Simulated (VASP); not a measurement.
Input of a VASP 6.6.1 run:

INCAR

```
PREC     = Accurate       # precision mode
ENCUT    = 520            # plane-wave cutoff, eV
EDIFF    = 1E-6           # SCF threshold, eV
ISMEAR   = 0              # smearing method
SIGMA    = 0.1            # smearing width, eV
LREAL    = False          # projectors in reciprocal space
LASPH    = True           # aspherical terms in the spheres
NELM     = 80             # most SCF steps
ALGO     = Fast           # electronic algorithm
ISIF     = 2              # what is computed and relaxed
LWAVE    = False          # write WAVECAR
LCHARG   = False          # write CHGCAR
GGA      = PE             # functional
NBANDS   = 13             # bands
```

KPOINTS

```
Automatic mesh
0
Gamma
  18 18 18
```

Contents of POSCAR:

```
Pb
1.0
    3.4234927871      0.0000000000      0.0000000000
   -1.7117463936      2.9648317233      0.0000000000
    0.0000000000      0.0000000000      3.2664456583
Pb
1
Direct
    0.0000000000      0.0000000000      0.0000000000
```

Potentials or basis: VASP PAW PBE potentials, release 64 (Pb_d).

Run with:

```sh
$ cat potpaw_PBE.64/Pb_d/POTCAR > POTCAR
$ mpirun -np 1 vasp_std > vasp.out
```

Question: Estimate the band gap on the k mesh.

Answer: Zero (band 7 reaches 10.92 eV, above the bottom of band 8 at 4.13 eV).

Question: What does it give for the pressure?

Answer: 0.0 GPa.

Caveat: spin-orbit coupling is left out, which moves the levels of the heavy elements.
